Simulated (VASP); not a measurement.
# BN (P6_3mc) in VASP: notebook

BN is run at these levels: PBE; tasks: single point, relaxation of shape and atoms at fixed volume.

Program: VASP 6.6.1. These are calculated values, not measurements. Logs are shortened: lines on timing, memory, paths and dates and some standing lists are left out, and cuts for length are marked.

## 1. The cell of the first run

It takes space group P6_3mc (No. 186, hexagonal). Conventional cell: a = 2.537 Å, b = 2.537 Å, c = 4.196 Å, α = 90.00°, β = 90.00°, γ = 120.00°. B (site symmetry 3m) has 4 N at 1.56 to 1.57 Å within 2.1 Å. Within 2.1 Å of N (site symmetry 3m) lie 4 B at 1.56 to 1.57 Å.

## 2. Single point, PBE

Input file INCAR:

```
SYSTEM = BN
ALGO = Normal
EDIFF = 1E-6
ENCUT = 600
GGA = PE
GGA_COMPAT = .False.
ISIF = 2
ISMEAR = 0
LASPH = .True.
LCHARG = .False.
LREAL = .False.
LWAVE = .False.
NBANDS = 16
NELM = 120
PREC = Accurate
SIGMA = 0.01
```

Input file KPOINTS:

```
k-points
0
Gamma
  12 12 6
  0 0 0
```

Input file POSCAR:

```
BN
1.0
    2.5369239031      0.0000000000      0.0000000000
   -1.2684619515      2.1970405475      0.0000000000
    0.0000000000      0.0000000000      4.1959421454
B N
2 2
Direct
    0.6666666667      0.3333333333      0.0002756800
    0.3333333333      0.6666666667      0.5002756800
    0.6666666667      0.3333333333      0.3747243200
    0.3333333333      0.6666666667      0.8747243200
```

Potentials or basis: VASP PAW PBE potentials, release 64 (B, N).

On the command line:

```
cat potpaw_PBE.64/B/POTCAR potpaw_PBE.64/N/POTCAR > POTCAR
mpirun -np 1 vasp_std > vasp.out
```

OUTCAR:

```text
SYSTEM = BN
   EDIFF = 1E-6
   ENCUT = 600
   GGA = PE
   ISIF = 2
   ISMEAR = 0
   LASPH = .True.
   LREAL = .False.
   NELM = 120
   PREC = Accurate

 ion  position               nearest neighbor table
   1  0.667  0.333  0.000-   4 1.56   4 1.56   4 1.56   3 1.57
   2  0.333  0.667  0.500-   3 1.56   3 1.56   3 1.56   4 1.57
   3  0.667  0.333  0.375-   2 1.56   2 1.56   2 1.56   1 1.57
   4  0.333  0.667  0.875-   1 1.56   1 1.56   1 1.56   2 1.57

  LATTYP: Found a hexagonal cell.
 ALAT       =     2.5369239031
 C/A-ratio  =     1.6539487607

  Lattice vectors:

 A1 = (   2.5369239031,   0.0000000000,   0.0000000000)
 A2 = (  -1.2684619515,   2.1970405475,   0.0000000000)
 A3 = (   0.0000000000,   0.0000000000,   4.1959421454)

Analysis of symmetry for initial positions (statically):
=====================================================================
 Subroutine PRICEL returns:
 Original cell was already a primitive cell.

 Routine SETGRP: Setting up the symmetry group for a
 hexagonal supercell.

 Subroutine GETGRP returns: Found 12 space group operations
 (whereof  6 operations were pure point group operations)
 out of a pool of 24 trial point group operations.

The static configuration has the point symmetry C_3v.
 The point group associated with its full space group is C_6v.

Analysis of symmetry for dynamics (positions and initial velocities):
=====================================================================
 Subroutine PRICEL returns:
 Original cell was already a primitive cell.

 Routine SETGRP: Setting up the symmetry group for a
 hexagonal supercell.

 Subroutine GETGRP returns: Found 12 space group operations
 (whereof  6 operations were pure point group operations)
 out of a pool of 24 trial point group operations.

The dynamic configuration has the point symmetry C_3v.
 The point group associated with its full space group is C_6v.

 Subroutine INISYM returns: Found 12 space group operations
 (whereof  6 operations are pure point group operations),
 and found     1 'primitive' translations

----------------------------------------------------------------------------------------

                                     Primitive cell

  volume of cell :      23.3870

  direct lattice vectors                    reciprocal lattice vectors
     2.536923903  0.000000000  0.000000000     0.394178162  0.227578868  0.000000000
    -1.268461951  2.197040547  0.000000000     0.000000000  0.455157735  0.000000000
     0.000000000  0.000000000  4.195942145     0.000000000  0.000000000  0.238325498

  length of vectors
     2.536923903  2.536923903  4.195942145     0.455157735  0.455157735  0.238325498

  position of ions in fractional coordinates (direct lattice)
     0.666666667  0.333333333  0.000275680
     0.333333333  0.666666667  0.500275680
     0.666666667  0.333333333  0.374724320
     0.333333333  0.666666667  0.874724320

  ion indices of the primitive-cell ions
   primitive index   ion index
                 1           1
                 2           2
                 3           3
                 4           4

----------------------------------------------------------------------------------------

 KPOINTS: k-points

Automatic generation of k-mesh.
 Grid dimensions read from file:
 generate k-points for:   12   12    6

 Generating k-lattice:

  Cartesian coordinates                     Fractional coordinates (reciprocal lattice)
     0.032848180  0.018964906  0.000000000     0.083333333  0.000000000  0.000000000
     0.000000000  0.037929811  0.000000000     0.000000000  0.083333333  0.000000000
     0.000000000  0.000000000  0.039720916     0.000000000  0.000000000  0.166666667

  Length of vectors
     0.037929811  0.037929811  0.039720916

  Shift w.r.t. Gamma in fractional coordinates (k-lattice)
     0.000000000  0.000000000  0.000000000

 Subroutine IBZKPT returns following result:
 ===========================================

 Found     76 irreducible k-points:

 Following reciprocal coordinates:
            Coordinates               Weight
  0.000000  0.000000  0.000000      1.000000
  0.083333 -0.000000  0.000000      6.000000
  0.166667  0.000000  0.000000      6.000000
  0.250000 -0.000000  0.000000      6.000000
  0.333333 -0.000000  0.000000      6.000000
  0.416667  0.000000  0.000000      6.000000
[... 16 lines left out ...]
  0.250000 -0.000000  0.166667     12.000000
  0.333333 -0.000000  0.166667     12.000000
 [... further k-points ...]
   k-points           NKPTS =     76   k-points in BZ     NKDIM =     76   number of bands    NBANDS=     16
   number of dos      NEDOS =    301   number of ions     NIONS =      4
   total plane-waves  NPLWV =  14400
   dimension x,y,z NGX =    20 NGY =   20 NGZ =   36
   dimension x,y,z NGXF=    40 NGYF=   40 NGZF=   72
   ions per type =               2   2
   NGX,Y,Z   is equivalent  to a cutoff of  13.11, 13.11, 14.26 a.u.
   NGXF,Y,Z  is equivalent  to a cutoff of  26.21, 26.21, 28.53 a.u.
 SYSTEM =  BN
   PREC   = accura    normal or accurate (medium, high low for compatibility)
   ISTART =      0    job   : 0-new  1-cont  2-samecut
   ICHARG =      2    charge: 1-file 2-atom 10-const
   ISPIN  =      1    spin polarized calculation?
   LNONCOLLINEAR =      F non collinear calculations
   LSORBIT =      F    spin-orbit coupling
   LASPH  =      T    aspherical Exc in radial PAW
   ENCUT  =  600.0 eV  44.10 Ry    6.64 a.u.   5.07  5.07  8.38*2*pi/ulx,y,z
   NELM   =    120;   NELMIN=  2; NELMDL= -5     # of ELM steps
   EDIFF  = 0.1E-05   stopping-criterion for ELM
   LREAL  =      F    real-space projection
   EDIFFG = 0.1E-04   stopping-criterion for IOM
   NSW    =      0    number of steps for IOM
   IBRION =     -1    ionic relax: 0-MD 1-quasi-New 2-CG
   NFREE  =      0    steps in history (QN), initial steepest desc. (CG)
   ISIF   =      2    stress and relaxation
   ISYM   =      2    0-nonsym 1-usesym 2-fastsym
   POTIM  = 0.5000    time-step for ionic-motion
   TEBEG  =    0.0;   TEEND  =   0.0 temperature during run
   PSTRESS=    0.0 pullay stress
   NELECT =      16.0000    total number of electrons
   NUPDOWN=      -1.0000    fix difference up-down
   EMIN   =  10.00;   EMAX   =-10.00  energy-range for DOS
   EFERMI =   0.00;   METHOD = LEGACY
   ISMEAR =     0;   SIGMA  =   0.01  broadening in eV -4-tet -1-fermi 0-gaus
   EFERMI_NEDOS =   21; number of points for ismear=-14 and -15
   IALGO  =     38    algorithm
   IMIX   =      4    mixing-type and parameters
     AMIX     =   0.40;   BMIX     =  1.00
     AMIX_MAG =   1.60;   BMIX_MAG =  1.00
  volume/ion in A,a.u.               =       5.85        39.46
  Fermi-wavevector in a.u.,A,eV,Ry     =   1.442524  2.725976 28.312044  2.080877
  Thomas-Fermi vector in A             =   2.561035
   LORBIT       =      0    0 simple, 1 ext, 2 COOP (PROOUT), +10 PAW based schemes
   GGA     = PE    functional components
   LHFCALC =     F    Hartree Fock is set to
   AEXX    =    0.0000 exact exchange contribution
   IVDW    =     0    specifies the selected vdW correction
   LEPSILON=     F    determine dielectric tensor
   LRPA    =     F    only Hartree local field effects (RPA)
 non-spin polarized calculation
 Gauss-broadening in eV      SIGMA  =   0.01
  energy-cutoff  :      600.00
  volume of cell :       23.39
 maximum number of plane-waves:       801
   NGX = 11   NGY = 11   NGZ = 17

 number of electron      16.0000003 magnetization

 Free energy of the ion-electron system (eV)
  ---------------------------------------------------
  ext. energy  EPLUGINS =         0.00000000
  ---------------------------------------------------
  free energy    TOTEN  =       -34.82654071 eV

  energy without entropy =      -34.82654071  energy(sigma->0) =      -34.82654071

 E-fermi :   7.8308     XC(G=0): -12.8634

 val. band max:        7.6910152689   @ k =   0.0000   0.0000   0.0000
 cond. band min:      12.8572568312   @ k =   0.3333   0.3333   0.0000
 fundamental gap:      5.1662415624
 Fermi energy:         7.8308450931

 k-point     1 :       0.0000    0.0000    0.0000
  band No.  band energies     occupation
      1     -12.8379      2.00000
      2      -8.6355      2.00000
      3      -3.3313      2.00000
      4       5.5423      2.00000
      5       5.5423      2.00000
      6       7.4104      2.00000
[... 8 lines left out ...]
     15      19.6705      0.00000
     16      24.0422      0.00000

 k-point     2 :       0.0833   -0.0000    0.0000
  band No.  band energies     occupation
      1     -12.6855      2.00000
      2      -8.5182      2.00000
      3      -3.1804      2.00000
      4       4.8456      2.00000
      5       5.2561      2.00000
      6       7.1124      2.00000
[... 8 lines left out ...]
     15      20.1169      0.00000
     16      23.8072      0.00000

 k-point     3 :       0.1667    0.0000    0.0000
  band No.  band energies     occupation
      1     -12.2330      2.00000
      2      -8.1829      2.00000
      3      -2.7336      2.00000
      4       3.1689      2.00000
      5       4.5848      2.00000
      6       5.6912      2.00000
[... 8 lines left out ...]
     15      21.2782      0.00000
     16      23.1218      0.00000

 k-point     4 :       0.2500   -0.0000    0.0000
  band No.  band energies     occupation
      1     -11.4974      2.00000
      2      -7.6921      2.00000
      3      -2.0118      2.00000
      4       1.1821      2.00000
      5       3.8342      2.00000
      6       3.9110      2.00000
[... 8 lines left out ...]
     15      22.7804      0.00000
     16      23.2465      0.00000
[... 324 lines left out ...]
 k-point    22 :       0.1667    0.0000    0.1667
  band No.  band energies     occupation
      1     -12.0686      2.00000
      2      -8.7215      2.00000
      3      -1.9283      2.00000
      4       3.3148      2.00000
      5       4.7178      2.00000
      6       5.2468      2.00000
[... 8 lines left out ...]
     15      20.9586      0.00000
     16      23.1211      0.00000

 k-point    23 :       0.2500   -0.0000    0.1667
  band No.  band energies     occupation
      1     -11.3380      2.00000
      2      -8.1709      2.00000
      3      -1.3536      2.00000
      4       1.4015      2.00000
      5       3.4719      2.00000
      6       3.9745      2.00000
[... 8 lines left out ...]
     15      22.4398      0.00000
     16      23.3307      0.00000

 k-point    24 :       0.3333   -0.0000    0.1667
  band No.  band energies     occupation
      1     -10.3707      2.00000
      2      -7.5787      2.00000
      3      -1.2052      2.00000
      4       0.2544      2.00000
      5       1.6751      2.00000
      6       3.3477      2.00000
[... 8 lines left out ...]
     15      23.8444      0.00000
     16      24.1446      0.00000

 [... further k-points ...]

------------------------ aborting loop because EDIFF is reached ----------------------------------------

  FORCE on cell =-STRESS in cart. coord.  units (eV):
  Direction    XX          YY          ZZ          XY          YZ          ZX
  --------------------------------------------------------------------------------------
  -------------------------------------------------------------------------------------
  Total        1.1659197      1.1659197      1.1616638      0.0000000      0.0000000      0.0000000
  in kB       79.8737752     79.8737752     79.5822164      0.0000000      0.0000000      0.0000000
  external PRESSURE =      79.7765890 kB  Pullay stress =       0.0000000 kB

 VOLUME and BASIS-vectors are now :
 -----------------------------------------------------------------------------
  energy-cutoff  :      600.00
  volume of cell :       23.39
      direct lattice vectors                 reciprocal lattice vectors
     2.536923903  0.000000000  0.000000000     0.394178162  0.227578868  0.000000000
    -1.268461951  2.197040547  0.000000000     0.000000000  0.455157735  0.000000000
     0.000000000  0.000000000  4.195942145     0.000000000  0.000000000  0.238325498

 POSITION                                       TOTAL-FORCE (eV/Angst)
 -----------------------------------------------------------------------------------
      1.26846      0.73235      0.00116        -0.000000      0.000000      0.000713
     -0.00000      1.46469      2.09913         0.000000      0.000000      0.000713
      1.26846      0.73235      1.57232         0.000000      0.000000     -0.000713
     -0.00000      1.46469      3.67029        -0.000000      0.000000     -0.000713
 -----------------------------------------------------------------------------------
    total drift:                               -0.000000     -0.000000     -0.000414

  FREE ENERGIE OF THE ION-ELECTRON SYSTEM (eV)
  ---------------------------------------------------
  free  energy   TOTEN  =       -34.8265407071 eV

  energy  without entropy=      -34.8265407071  energy(sigma->0) =      -34.82654071
```

It took 15 s on 1 thread of Intel Xeon 6975P-C, shared host; peak memory 0.15 GiB.

What came out:

| Property | Result |
| --- | --- |
| Free energy | -34.8265 eV |
| Pressure | 8.0 GPa |
| Band gap on the k mesh | 5.17 eV, indirect (least direct gap 8.33 eV) |

Levels at points of the mesh, in eV from the valence-band top:
```
           k point  band 4  band 5  band 6  band 7  band 8  band 9  band 10  band 11  band 12  band 13
(0.00, 0.00, 0.00)   -2.15   -2.15   -0.28    0.00    0.00    8.41     8.41     8.67     9.66    10.94
(0.50, 0.00, 0.00)   -7.86   -6.98   -5.04   -4.47   -2.13    6.75     8.00    10.66    11.59    13.04
(0.00, 0.00, 0.50)   -5.76   -1.19   -1.19   -1.19   -1.19    9.59     9.59     9.98     9.98     9.98
(0.50, 0.00, 0.50)  -10.11   -3.81   -3.81   -3.61   -3.61    6.63     6.63    10.11    10.11    14.38
```

(Part 1 of 2 ends here.)
